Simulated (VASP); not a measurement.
Write the native input for VASP 6.6.1 that does the following.

| Property | Result |
| --- | --- |
| Task | single point |
| Functional | LDA |
| Potentials or basis | VASP PAW LDA potentials, release 64 (Ge_d, Pd) |
| Cutoff | 520 eV |
| k mesh | 6 × 6 × 6 |
| Occupations | fermi-dirac, width 0.1 eV |
| Spin | no spin polarisation |
| Dipole correction | no |
| Further INCAR settings | ALGO = Normal; EDIFF = 1e-06; NBANDS = 34 |

The structure of Ge3Pd lies in POSCAR:

```
Ge3Pd
1.0
    4.3014859994      0.0000000000      0.0000000000
    0.0000000000      4.3014859994      0.0000000000
    0.0000000000      0.0000000000      4.3014859994
Ge Pd
3 1
Direct
    0.0000000000      0.5000000000      0.5000000000
    0.5000000000      0.0000000000      0.5000000000
    0.5000000000      0.5000000000      0.0000000000
    0.0000000000      0.0000000000      0.0000000000
```

The input as run:

INCAR

```
PREC = Accurate
ENCUT = 520
EDIFF = 1E-6
ISMEAR = -1
SIGMA = 0.1
LREAL = False
LASPH = True
NELM = 60
ALGO = Normal
ISIF = 2
LWAVE = False
LCHARG = False
GGA = CA
NBANDS = 34
```

KPOINTS

```
Automatic mesh
0
Gamma
  6 6 6
```

Potentials or basis: VASP PAW LDA potentials, release 64 (Ge_d, Pd).

Run with:

```sh
$ cat potpaw_LDA.64/Ge_d/POTCAR potpaw_LDA.64/Pd/POTCAR > POTCAR
$ mpirun -np 1 vasp_std > vasp.out
```

Results of the run:

| Item | Value |
| --- | --- |
| Pressure | -13.1 GPa |
| Band gap on the k mesh | zero (band 26 reaches 6.20 eV, above the bottom of band 27 at 4.44 eV) |

Run time: 29 s on 1 thread of Intel(R) Xeon(R) Platinum 8259CL CPU @ 2.50GHz (Skylake/Cascade Lake), on a shared host, peak memory 0.18 GiB.
